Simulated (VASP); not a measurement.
A run of VASP 6.6.1 is set up as follows.

INCAR

```
SYSTEM = TiAl
PREC = Accurate
ENCUT = 520
EDIFF = 1E-7
ISMEAR = 0
SIGMA = 0.15
LREAL = .FALSE.
LASPH = .TRUE.
NELM = 100
ALGO = Fast
ISIF = 2
LWAVE = .FALSE.
LCHARG = .FALSE.
GGA = PE
NBANDS = 14
```

Contents of KPOINTS:

```
Automatic mesh
0
G
  18 18 10
  0 0 0
```

POSCAR

```
TiAl
1.0
    2.8809683428      0.0000000000      0.0000000000
   -1.4404841714      2.4949917724      0.0000000000
    0.0000000000      0.0000000000      4.0906000000
Ti Al
1 1
Direct
    0.0000000000      0.0000000000      0.0000000000
    0.3333333333      0.6666666667      0.5000000000
```

Potentials or basis: VASP PAW PBE potentials, release 64 (Ti_sv, Al).

The run is started by

```console
$ cat potpaw_PBE.64/Ti_sv/POTCAR potpaw_PBE.64/Al/POTCAR > POTCAR
$ mpirun -np 1 vasp_std > vasp.out
```

Estimate the band gap on the k mesh.

zero (an odd number of electrons rules out a gap without spin polarisation).

Estimate the pressure.

20.9 GPa.

Stress tensor (GPa, compression positive):
```
13.28  0.00  0.00
 0.00 13.28  0.00
 0.00  0.00 36.04
```

Caveat: the stress differs along the axes, from 13 to 36 GPa.
